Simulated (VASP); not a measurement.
The system is PtSe2 (Sudovikovite).

```xyz
3
Lattice="3.6737 0.0000 0.0000 -1.8368 3.1815 0.0000 0.0000 0.0000 4.9936" Properties=species:S:1:pos:R:3 pbc="T T T"
Pt    0.0000    0.0000    0.0000
Se    1.8368    1.0605    3.7452
Se    0.0000    2.1210    1.2484
```

Base run:

| Property | Result |
| --- | --- |
| Program | VASP 6.6.1 |
| Functional | PBEsol |
| Potentials or basis | VASP PAW PBE potentials, release 64 (Pt, Se) |
| Cutoff | 520 eV |
| k mesh | 8 × 8 × 5 |
| Occupations | fermi-dirac, width 0.05 eV |
| Spin | no spin polarisation |

Its results: band gap on the k mesh zero (band 11 reaches 7.40 eV, above the bottom of band 12 at 7.06 eV); pressure 8.4 GPa; largest force 0.916 eV/Å.

Q: After a change of settings the same cell gave: band gap on the k mesh zero (band 11 reaches 7.32 eV, above the bottom of band 12 at 7.15 eV); pressure 11.6 GPa; largest force 0.948 eV/Å. Which change was it?
A. functional from PBEsol to LDA; potentials or basis from VASP PAW PBE potentials, release 64 (Pt, Se) to VASP PAW LDA potentials, release 64 (Pt, Se)
B. functional from PBEsol to r2SCAN
C. functional from PBEsol to RPBE
D. further incar settings from ALGO = Normal; EDIFF = 1e-07; NBANDS = 18 to ALGO = Normal; EDIFF = 1e-06; NBANDS = 18; dispersion from none to D4

A: B.

Caveats: the PAW data sets were made with another functional, which shifts forces and pressure a little; spin-orbit coupling is left out, which moves the levels of the heavy elements.
